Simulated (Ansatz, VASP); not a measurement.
# Pd in VASP and in Ansatz

```
CELL_PARAMETERS angstrom
0.00000 2.06346 2.06346
2.06346 0.00000 2.06346
2.06346 2.06346 0.00000
ATOMIC_POSITIONS crystal
Pd 0.00000 0.00000 0.00000
```

Alike in both runs: task single point; functional revPBE; k mesh 22 × 22 × 22; occupations fermi-dirac, width 0.1 eV; no spin polarisation.

|  | VASP | Ansatz |
| --- | --- | --- |
| version | VASP 6.6.1 | Ansatz 0.2.0 |
| potentials or method | VASP PAW PBE potentials, release 64 (Pd), cutoff 500 eV | plane waves (420 eV) with PAW, scalar-relativistic |
| valence electrons in the cell | 10 | 18 |

|  | VASP | Ansatz | Ansatz less VASP |
| --- | --- | --- | --- |
| pressure (GPa) | -12.6 | -12.5 | +0.07 |

VASP's potentials were made for PBE, not for revPBE. With one functional, cell and mesh, what is left measures potentials, basis and numerics. VASP's potentials hold 10 valence electrons a cell and Ansatz's 18, so a difference there can come from the potentials and not from the codes.
